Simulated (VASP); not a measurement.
# Pb (P6_3/mmc) in VASP: settings compared, part 2 of 2

VASP 6.6.1.

### 3 Single point, LDA

INCAR reads:

```
SYSTEM = Pb
PREC = Accurate ; ENCUT = 520
EDIFF = 1E-7 ; ISMEAR = 1
SIGMA = 0.097 ; LREAL = .False.
LASPH = .True. ; NELM = 100
ALGO = Normal ; ISIF = 2
LWAVE = .False. ; LCHARG = .False.
GGA = CA ; NBANDS = 21
```

KPOINTS reads:

```
Automatic mesh
0
Gamma
  6 6 4
  0 0 0
```

POSCAR reads:

```
Pb
1.0
    3.4715901269      0.0000000000      0.0000000000
   -1.7357950634      3.0064852414      0.0000000000
    0.0000000000      0.0000000000      5.9973895700
Pb
2
Direct
    0.3333333333      0.6666666667      0.2500000000
    0.6666666667      0.3333333333      0.7500000000
```

Potentials or basis: VASP PAW LDA potentials, release 64 (Pb_d).

Launch:

```bash
$ cat potpaw_LDA.64/Pb_d/POTCAR > POTCAR
$ mpirun -np 1 vasp_std > vasp.out
```

OUTCAR:

```text
SYSTEM = Pb
   PREC = Accurate
   ENCUT = 520
   EDIFF = 1E-7
   ISMEAR = 1
   LREAL = .False.
   LASPH = .True.
   NELM = 100
   ISIF = 2
   GGA = CA

 ion  position               nearest neighbor table
   1  0.333  0.667  0.250-   2 3.61   2 3.61   2 3.61   2 3.61   2 3.61   2 3.61
   2  0.667  0.333  0.750-   1 3.61   1 3.61   1 3.61   1 3.61   1 3.61   1 3.61

  LATTYP: Found a hexagonal cell.
 ALAT       =     3.4715901269
 C/A-ratio  =     1.7275626876

  Lattice vectors:

 A1 = (   3.4715901269,   0.0000000000,   0.0000000000)
 A2 = (  -1.7357950634,   3.0064852414,   0.0000000000)
 A3 = (   0.0000000000,   0.0000000000,   5.9973895700)

Analysis of symmetry for initial positions (statically):
=====================================================================
 Subroutine PRICEL returns:
 Original cell was already a primitive cell.

 Routine SETGRP: Setting up the symmetry group for a
 hexagonal supercell.

 Subroutine GETGRP returns: Found 24 space group operations
 (whereof 12 operations were pure point group operations)
 out of a pool of 24 trial point group operations.

The static configuration has the point symmetry D_3d.
 The point group associated with its full space group is D_6h.

Analysis of symmetry for dynamics (positions and initial velocities):
=====================================================================
 Subroutine PRICEL returns:
 Original cell was already a primitive cell.

 Routine SETGRP: Setting up the symmetry group for a
 hexagonal supercell.

 Subroutine GETGRP returns: Found 24 space group operations
 (whereof 12 operations were pure point group operations)
 out of a pool of 24 trial point group operations.

The dynamic configuration has the point symmetry D_3d.
 The point group associated with its full space group is D_6h.

 Subroutine INISYM returns: Found 24 space group operations
 (whereof 12 operations are pure point group operations),
 and found     1 'primitive' translations

----------------------------------------------------------------------------------------

                                     Primitive cell

  volume of cell :      62.5965

  direct lattice vectors                    reciprocal lattice vectors
     3.471590127  0.000000000  0.000000000     0.288052438  0.166307153  0.000000000
    -1.735795063  3.006485241  0.000000000     0.000000000  0.332614305  0.000000000
     0.000000000  0.000000000  5.997389570     0.000000000  0.000000000  0.166739210

  length of vectors
     3.471590127  3.471590127  5.997389570     0.332614305  0.332614305  0.166739210

  position of ions in fractional coordinates (direct lattice)
     0.333333333  0.666666667  0.250000000
     0.666666667  0.333333333  0.750000000

  ion indices of the primitive-cell ions
   primitive index   ion index
                 1           1
                 2           2

----------------------------------------------------------------------------------------

 KPOINTS: Automatic mesh

Automatic generation of k-mesh.
 Grid dimensions read from file:
 generate k-points for:    6    6    4

 Generating k-lattice:

  Cartesian coordinates                     Fractional coordinates (reciprocal lattice)
     0.048008740  0.027717859  0.000000000     0.166666667  0.000000000  0.000000000
     0.000000000  0.055435718  0.000000000     0.000000000  0.166666667  0.000000000
     0.000000000  0.000000000  0.041684803     0.000000000  0.000000000  0.250000000

  Length of vectors
     0.055435718  0.055435718  0.041684803

  Shift w.r.t. Gamma in fractional coordinates (k-lattice)
     0.000000000  0.000000000  0.000000000

 Subroutine IBZKPT returns following result:
 ===========================================

 Found     21 irreducible k-points:

 Following reciprocal coordinates:
            Coordinates               Weight
  0.000000  0.000000  0.000000      1.000000
  0.166667  0.000000  0.000000      6.000000
  0.333333  0.000000  0.000000      6.000000
  0.500000  0.000000  0.000000      3.000000
  0.166667  0.166667  0.000000      6.000000
  0.333333  0.166667  0.000000     12.000000
[... 13 lines left out ...]
  0.333333  0.166667  0.500000     12.000000
  0.333333  0.333333  0.500000      2.000000
   k-points           NKPTS =     21   k-points in BZ     NKDIM =     21   number of bands    NBANDS=     21
   number of dos      NEDOS =    301   number of ions     NIONS =      2
   total plane-waves  NPLWV =  37632
   dimension x,y,z NGX =    28 NGY =   28 NGZ =   48
   dimension x,y,z NGXF=    56 NGYF=   56 NGZF=   96
   ions per type =               2
   NGX,Y,Z   is equivalent  to a cutoff of  13.41, 13.41, 13.31 a.u.
   NGXF,Y,Z  is equivalent  to a cutoff of  26.82, 26.82, 26.61 a.u.
 SYSTEM =  Pb
   PREC   = accura    normal or accurate (medium, high low for compatibility)
   ISTART =      0    job   : 0-new  1-cont  2-samecut
   ICHARG =      2    charge: 1-file 2-atom 10-const
   ISPIN  =      1    spin polarized calculation?
   LNONCOLLINEAR =      F non collinear calculations
   LSORBIT =      F    spin-orbit coupling
   LASPH  =      T    aspherical Exc in radial PAW
   ENCUT  =  520.0 eV  38.22 Ry    6.18 a.u.   6.45  6.45 11.15*2*pi/ulx,y,z
   NELM   =    100;   NELMIN=  2; NELMDL= -5     # of ELM steps
   EDIFF  = 0.1E-06   stopping-criterion for ELM
   LREAL  =      F    real-space projection
   EDIFFG = 0.1E-05   stopping-criterion for IOM
   NSW    =      0    number of steps for IOM
   IBRION =     -1    ionic relax: 0-MD 1-quasi-New 2-CG
   NFREE  =      0    steps in history (QN), initial steepest desc. (CG)
   ISIF   =      2    stress and relaxation
   ISYM   =      2    0-nonsym 1-usesym 2-fastsym
   POTIM  = 0.5000    time-step for ionic-motion
   TEBEG  =    0.0;   TEEND  =   0.0 temperature during run
   PSTRESS=    0.0 pullay stress
   NELECT =      28.0000    total number of electrons
   NUPDOWN=      -1.0000    fix difference up-down
   EMIN   =  10.00;   EMAX   =-10.00  energy-range for DOS
   EFERMI =   0.00;   METHOD = LEGACY
   ISMEAR =     1;   SIGMA  =   0.10  broadening in eV -4-tet -1-fermi 0-gaus
   EFERMI_NEDOS =   21; number of points for ismear=-14 and -15
   IALGO  =     38    algorithm
   IMIX   =      4    mixing-type and parameters
     AMIX     =   0.40;   BMIX     =  1.00
     AMIX_MAG =   1.60;   BMIX_MAG =  1.00
  volume/ion in A,a.u.               =      31.30       211.21
  Fermi-wavevector in a.u.,A,eV,Ry     =   1.252019  2.365973 21.327833  1.567552
  Thomas-Fermi vector in A             =   2.385939
   LORBIT       =      0    0 simple, 1 ext, 2 COOP (PROOUT), +10 PAW based schemes
   GGA     = CA    functional components
   LHFCALC =     F    Hartree Fock is set to
   AEXX    =    0.0000 exact exchange contribution
   IVDW    =     0    specifies the selected vdW correction
   LEPSILON=     F    determine dielectric tensor
   LRPA    =     F    only Hartree local field effects (RPA)
 non-spin polarized calculation
 Methfessel and Paxton  Order N= 1 SIGMA  =   0.10
  energy-cutoff  :      520.00
  volume of cell :       62.60
 maximum number of plane-waves:      1714
 NGX is ok and might be reduce to    28
   NGX = 13   NGY = 13   NGZ = 23

 number of electron      28.0000001 magnetization

 Free energy of the ion-electron system (eV)
  ---------------------------------------------------
  ext. energy  EPLUGINS =         0.00000000
  ---------------------------------------------------
  free energy    TOTEN  =        -8.35396450 eV

  energy without entropy =       -8.35082004  energy(sigma->0) =       -8.35291635

 E-fermi :   6.7461     XC(G=0): -10.3014

 val. band max:        6.6763774492   @ k =   0.1667   0.1667   0.0000
 cond. band min:       6.7558343710   @ k =   0.0000   0.0000   0.5000
 fundamental gap:      0.0794569218
 Fermi energy:         6.7460966958

 k-point     1 :       0.0000    0.0000    0.0000
  band No.  band energies     occupation
      1     -10.3586      2.00000
      2     -10.3581      2.00000
      3     -10.3206      2.00000
      4     -10.3206      2.00000
      5     -10.3055      2.00000
      6     -10.3055      2.00000
[... 13 lines left out ...]
     20      16.1111      0.00000
     21      17.1606      0.00000
[... 457 lines left out ...]
 k-point    21 :       0.3333    0.3333    0.5000
  band No.  band energies     occupation
      1     -10.3353      2.00000
      2     -10.3353      2.00000
      3     -10.2534      2.00000
      4     -10.2534      2.00000
      5     -10.1991      2.00000
      6     -10.1991      2.00000
[... 13 lines left out ...]
     20      15.0294      0.00000
     21      15.0404      0.00000

------------------------ aborting loop because EDIFF is reached ----------------------------------------

  FORCE on cell =-STRESS in cart. coord.  units (eV):
  Direction    XX          YY          ZZ          XY          YZ          ZX
  --------------------------------------------------------------------------------------
  -------------------------------------------------------------------------------------
  Total       -0.9515974     -0.9515974     -1.3943807     -0.0000000     -0.0000000     -0.0000000
  in kB      -24.3564541    -24.3564541    -35.6896398     -0.0000000     -0.0000000     -0.0000000
  external PRESSURE =     -28.1341827 kB  Pullay stress =       0.0000000 kB

 VOLUME and BASIS-vectors are now :
 -----------------------------------------------------------------------------
  energy-cutoff  :      520.00
  volume of cell :       62.60
      direct lattice vectors                 reciprocal lattice vectors
     3.471590127  0.000000000  0.000000000     0.288052438  0.166307153  0.000000000
    -1.735795063  3.006485241  0.000000000     0.000000000  0.332614305  0.000000000
     0.000000000  0.000000000  5.997389570     0.000000000  0.000000000  0.166739210

 POSITION                                       TOTAL-FORCE (eV/Angst)
 -----------------------------------------------------------------------------------
     -0.00000      2.00432      1.49935        -0.000000      0.000000      0.000000
      1.73580      1.00216      4.49804         0.000000      0.000000      0.000000
 -----------------------------------------------------------------------------------
    total drift:                                0.000000     -0.000000      0.000000

  FREE ENERGIE OF THE ION-ELECTRON SYSTEM (eV)
  ---------------------------------------------------
  free  energy   TOTEN  =        -8.3539645046 eV

  energy  without entropy=       -8.3508200422  energy(sigma->0) =       -8.35291635
```

OSZICAR:

```text
N       E                     dE             d eps       ncg     rms          rms(c)
DAV:   1     0.294870899018E+03    0.29487E+03   -0.14478E+04   882   0.162E+03
DAV:   2     0.130037851183E+02   -0.28187E+03   -0.27554E+03   907   0.405E+02
DAV:   3    -0.768078812465E+01   -0.20685E+02   -0.20451E+02  1063   0.136E+02
DAV:   4    -0.834881241299E+01   -0.66802E+00   -0.66780E+00  1076   0.279E+01
DAV:   5    -0.838144764428E+01   -0.32635E-01   -0.32635E-01  1200   0.567E+00    0.729E-01
DAV:   6    -0.836017729600E+01    0.21270E-01   -0.39874E-02  1216   0.256E+00    0.355E-01
DAV:   7    -0.835439499562E+01    0.57823E-02   -0.14127E-02  1217   0.152E+00    0.118E-01
DAV:   8    -0.835397101390E+01    0.42398E-03   -0.90163E-04  1141   0.458E-01    0.183E-02
DAV:   9    -0.835396388439E+01    0.71295E-05   -0.53624E-05  1224   0.104E-01    0.582E-03
DAV:  10    -0.835396450660E+01   -0.62221E-06   -0.21468E-06  1210   0.125E-02    0.373E-04
DAV:  11    -0.835396450456E+01    0.20409E-08   -0.75726E-08   698   0.323E-03
   1 F= -.83539645E+01 E0= -.83529164E+01  d E =-.314446E-02
```

stdout:

```text
POSCAR found type information on POSCAR Pb
 POSCAR found :  1 types and       2 ions
 scaLAPACK will be used
 LDA part: xc-table for (Slater(with rela. corr.)+CA(PZ))
 , standard interpolation
 POSCAR, INCAR and KPOINTS ok, starting setup
 FFT: planning ... GRIDC
 FFT: planning ... GRID_SOFT
 FFT: planning ... GRID
 WAVECAR not read
 entering main loop
```

Run time: 16 s. Hardware: 1 thread of Intel Xeon 6975P-C, shared host; peak memory 0.16 GiB.

What came out:

```yaml
Free_energy: -8.3540 eV
Pressure: -2.8 GPa
Band_gap_on_the_k_mesh: zero (band 14 reaches 12.61 eV, above the bottom of band 15 at 4.97 eV)
```

Caveat: spin-orbit coupling is left out, which moves the levels of the heavy elements.

### 4 Single point, PBE

INCAR reads:

```
SYSTEM = Pb
PREC     = Accurate       ! precision mode
ENCUT    = 500            ! plane-wave cutoff, eV
EDIFF    = 1E-6           ! SCF threshold, eV
ISMEAR   = 0              ! smearing method
SIGMA    = 0.1            ! smearing width, eV
LREAL    = .FALSE.        ! projectors in reciprocal space
LASPH    = .TRUE.         ! aspherical terms in the spheres
NELM     = 120            ! most SCF steps
ALGO     = Normal         ! electronic algorithm
ISIF     = 2              ! what is computed and relaxed
LWAVE    = .FALSE.        ! write WAVECAR
LCHARG   = .FALSE.        ! write CHGCAR
GGA      = PE             ! functional
NBANDS   = 21             ! bands
GGA_COMPAT= .FALSE.
```

KPOINTS reads:

```
regular mesh
0
G
  3 3 1
  0 0 0
```

POSCAR is that of step 3.

Potentials or basis: VASP PAW PBE potentials, release 64 (Pb_d).

Launch:

```bash
$ cat potpaw_PBE.64/Pb_d/POTCAR > POTCAR
$ mpirun -np 1 vasp_std > vasp.out
```

Run time: 4.8 s. Hardware: 1 thread of Intel Xeon Platinum 8488C (Sapphire Rapids), shared host; peak memory 0.17 GiB.

The run converged. Its results:

* Free energy: -7.2213 eV
* Pressure: -1.6 GPa
* Band gap on the k mesh: zero (band 14 reaches 12.92 eV, above the bottom of band 15 at 6.14 eV)

Stress tensor (GPa, compression positive):
```
-1.99  0.00  0.00
 0.00 -1.99  0.00
 0.00  0.00 -0.69
```

Levels at points of the mesh, in eV from the Fermi level:
```
           k point  band 12  band 13  band 14  band 15  band 16  band 17
(0.00, 0.00, 0.00)    -7.87    -3.40     6.73     6.73     6.99     8.23
```

Caveat: the k points lie up to 1.05 Å⁻¹ apart; spin-orbit coupling is left out, which moves the levels of the heavy elements.

### 5 Single point, PBE

INCAR reads:

```
  PREC = Accurate
  ENCUT = 500
  EDIFF = 1E-6
  ISMEAR = 0
  SIGMA = 0.1
  LREAL = F
  LASPH = T
  NELM = 120
  ALGO = Normal
  ISIF = 2
  LWAVE = F
  LCHARG = F
  GGA = PE
  NBANDS = 21
  GGA_COMPAT = F
```

KPOINTS reads:

```
Automatic mesh
0
Gamma
  3 3 1
```

POSCAR is that of step 4.

Launch:

```bash
$ cat potpaw_PBE.64/Pb_d/POTCAR > POTCAR
$ mpirun -np 1 vasp_std > vasp.out
```

Wall time 5 s (1 thread of Intel Xeon Platinum 8488C (Sapphire Rapids), shared host); peak memory 0.17 GiB.

The run converged. Its results:

* Free energy: -7.2213 eV
* Pressure: -1.6 GPa
* Band gap on the k mesh: zero (band 14 reaches 12.92 eV, above the bottom of band 15 at 6.14 eV)

Stress tensor (GPa, compression positive):
```
-1.99  0.00  0.00
 0.00 -1.99  0.00
 0.00  0.00 -0.69
```

Levels at points of the mesh, in eV from the Fermi level:
| k point | band 12 | band 13 | band 14 | band 15 | band 16 | band 17 |
| --- | --- | --- | --- | --- | --- | --- |
| (0.00, 0.00, 0.00) | -7.87 | -3.40 | 6.73 | 6.73 | 6.99 | 8.23 |

Caveat: the k points lie up to 1.05 Å⁻¹ apart; spin-orbit coupling is left out, which moves the levels of the heavy elements.

### 6 The runs side by side

| level | potentials or basis | k mesh | cutoff (eV) | smearing | gap on the mesh (eV) | pressure (GPa) |
| --- | --- | --- | --- | --- | --- | --- |
| PBE | VASP PAW PBE potentials, release 64 (Pb_d) | 6 × 6 × 4 | 520 | gaussian 0.1 eV | none | 1.3 |
| LDA | VASP PAW LDA potentials, release 64 (Pb_d) | 6 × 6 × 4 | 520 | methfessel-paxton 0.097 eV | none | -2.8 |
| PBE | VASP PAW PBE potentials, release 64 (Pb_d) | 3 × 3 × 1 | 500 | gaussian 0.1 eV | none | -1.6 |

Alike in all rows: task single point; no spin polarisation; cell as given.

Caveats: some runs use coarse meshes; spin-orbit coupling is left out, which moves the levels of the heavy elements.

Total energies depend on the potentials used, so only differences within one code and one set of settings carry meaning.
